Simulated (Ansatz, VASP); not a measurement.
**SiAs3: VASP beside Ansatz**

INCAR

```
PREC = Accurate
ENCUT = 600
EDIFF = 1E-7
ISMEAR = 0
SIGMA = 0.1
LREAL = F
LASPH = T
NELM = 80
ALGO = Normal
ISIF = 3
LWAVE = F
LCHARG = F
GGA = PE
IBRION = 2
NSW = 100
EDIFFG = -0.01
```

KPOINTS

```
regular mesh
0
Gamma
  12 12 8
```

The input POSCAR:

```
SiAs3
1.0
    3.7018797157      0.0000000000      0.0000000000
   -1.8509398579      3.2059218756      0.0000000000
    0.0000000000      0.0000000000      6.5458662626
Si As
1 3
Direct
    0.0000000000      0.0000000000      0.5000000000
    0.3333333333      0.6666666667      0.7304221759
    0.6666666667      0.3333333333      0.2695778241
    0.0000000000      0.0000000000      0.0000000000
```

Input for Ansatz:

```yaml
crystal:
  lattice:
    - [3.7018797157, 0.0, 0.0]
    - [-1.8509398579, 3.2059218756, 0.0]
    - [0.0, 0.0, 6.5458662626]
  atoms:
    - { symbol: Si, position: [0.0, 0.0, 0.5] }
    - { symbol: As, position: [0.3333333333, 0.6666666667, 0.7304221759] }
    - { symbol: As, position: [0.6666666667, 0.3333333333, 0.2695778241] }
    - { symbol: As, position: [0.0, 0.0, 0.0] }
basis:
  ecutwfc: 420
kpoints:
  mp_grid: { grid: [12, 12, 8] }
hamiltonian:
  xc: pbe
scf:
  occupations: { method: gaussian, width: 0.1 }
output:
  forces: true
  stress: true
  eigenvalues: true
  write_density: true
  write_potential: true
  elf: true
  volumetric_format: npy
relax:
  adjacent_minimum: "off"
  f_tol: 0.01
  max_steps: 80
  cell: { stress_tol: 0.05 }
```

Alike in both runs: task relaxation of cell and atoms; functional PBE; k mesh 12 × 12 × 8; occupations gaussian, width 0.1 eV; no spin polarisation.

```csv
,VASP,Ansatz
version,VASP 6.6.1,Ansatz 0.2.0
potentials or method,"VASP PAW PBE potentials, release 64 (Si, As), cutoff 600 eV","scalar-relativistic, plane waves, PAW"
valence electrons in the cell,19,49
```

VASP gave:

| Item | Value |
| --- | --- |
| gap on the k mesh at the Fermi level, each at its own relaxed structure (eV) | none |
| relaxed volume (Å³/atom) | 19.49 |
| relaxed length of the cell vector where the two differ most in proportion (Å) | 3.700 |

What did Ansatz give for the same quantities?

gap on the k mesh at the Fermi level, each at its own relaxed structure (eV): none; relaxed volume (Å³/atom): 19.44; relaxed length of the cell vector where the two differ most in proportion (Å): 3.697.

A gap of «none» marks a metal or a gap that the smearing closes. VASP's potentials hold 19 valence electrons a cell and Ansatz's 49, so a difference there can come from the potentials and not from the codes.
